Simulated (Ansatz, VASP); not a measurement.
# One calculation of MgCd3Te4, two programs

Contents of INCAR:

```
PREC = Accurate ; ENCUT = 520
EDIFF = 1E-6 ; ISMEAR = 0
SIGMA = 0.1 ; LREAL = F
LASPH = T ; NELM = 100
ALGO = Normal ; ISIF = 2
LWAVE = F ; LCHARG = F
GGA = PE ; NBANDS = 41
```

The input KPOINTS:

```
regular mesh
0
Gamma
  4 4 4
```

POSCAR

```
MgCd3Te4
1.0
   -3.0512633100      3.0512633100      6.1025266100
    3.0512633100     -3.0512633100      6.1025266100
    3.0512633100      3.0512633100     -6.1025266100
Mg Cd Te
1 3 4
Direct
    0.0000000000      0.0000000000      0.0000000000
    0.7500000000      0.2500000000      0.5000000000
    0.5000000000      0.5000000000      0.0000000000
    0.2500000000      0.7500000000      0.5000000000
    0.8750000000      0.3750000000      0.0000000000
    0.6250000000      0.6250000000      0.5000000000
    0.3750000000      0.8750000000      0.0000000000
    0.1250000000      0.1250000000      0.5000000000
```

Input for Ansatz:

```yaml
crystal:
  lattice:
    - [-3.05126331, 3.05126331, 6.10252661]
    - [3.05126331, -3.05126331, 6.10252661]
    - [3.05126331, 3.05126331, -6.10252661]
  atoms:
    - { symbol: Mg, position: [0.0, 0.0, 0.0] }
    - { symbol: Cd, position: [0.75, 0.25, 0.5] }
    - { symbol: Cd, position: [0.5, 0.5, 0.0] }
    - { symbol: Cd, position: [0.25, 0.75, 0.5] }
    - { symbol: Te, position: [0.875, 0.375, 0.0] }
    - { symbol: Te, position: [0.625, 0.625, 0.5] }
    - { symbol: Te, position: [0.375, 0.875, 0.0] }
    - { symbol: Te, position: [0.125, 0.125, 0.5] }
basis:
  ecutwfc: 420
kpoints:
  mp_grid: { grid: [4, 4, 4] }
hamiltonian:
  xc: pbe
scf:
  occupations: { method: gaussian, width: 0.1 }
  lower_state_search: "off"
output:
  forces: true
  stress: true
  eigenvalues: true
```

Alike in both runs: task single point; functional PBE; k mesh 4 × 4 × 4; occupations gaussian, width 0.1 eV; no spin polarisation.

```csv
,VASP,Ansatz
version,VASP 6.6.1,Ansatz 0.2.0
potentials or method,"VASP PAW PBE potentials, release 64 (Mg, Cd, Te), cutoff 520 eV","scalar-relativistic, plane waves, PAW"
valence electrons in the cell,62,134
```

```csv
,VASP,Ansatz,Ansatz less VASP
gap on the k mesh at the Fermi level (eV),1.80,1.79,-0.007
least direct gap on the mesh (eV),1.80,1.79,-0.007
pressure (GPa),14.1,13.9,-0.22
rms of the force components (eV/Å),0.244,0.234,-0.0098
```

Atom by atom the forces differ by 0.010 eV/Å (rms over components). VASP's potentials hold 62 valence electrons a cell and Ansatz's 134, so a difference there can come from the potentials and not from the codes.

Neither program's run includes spin-orbit coupling.
